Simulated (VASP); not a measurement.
# BeBi: single point with PBE

Crystal: BeBi.

```
CELL_PARAMETERS angstrom
0.00000 3.57082 3.57082
3.57082 0.00000 3.57082
3.57082 3.57082 0.00000
ATOMIC_POSITIONS crystal
Be 0.00000 0.00000 0.00000
Be 0.25000 0.25000 0.25000
Bi 0.50000 0.50000 0.50000
Bi 0.75000 0.75000 0.75000
```

- Program: VASP 6.6.1
- Task: single point
- Functional: PBE
- Potentials or basis: VASP PAW PBE potentials, release 64 (Be, Bi_d)
- Cutoff: 520 eV
- k mesh: 12 × 12 × 12
- Occupations: gaussian, width 0.1 eV
- Spin: no spin polarisation

The pressure is 0.0 GPa. The band gap on the k mesh is zero (band 17 reaches 9.52 eV, above the bottom of band 18 at 5.37 eV).

Levels at points of the mesh, in eV from the Fermi level:
| k point | band 15 | band 16 | band 17 | band 18 | band 19 | band 20 |
| --- | --- | --- | --- | --- | --- | --- |
| (0.00, 0.00, 0.00) | -2.01 | -2.01 | -1.12 | -1.12 | -1.12 | 0.92 |
| (0.50, 0.00, 0.00) | -3.11 | -1.01 | -1.01 | -0.91 | 1.79 | 2.36 |
| (0.50, 0.50, 0.00) | -3.76 | -3.76 | 3.03 | 3.03 | 3.19 | 3.19 |

It took 6 min on 1 thread of Oxide Virtual Turin-like Processor, on a shared host, peak memory 0.29 GiB.

Caveat: spin-orbit coupling is left out, which moves the levels of the heavy elements.
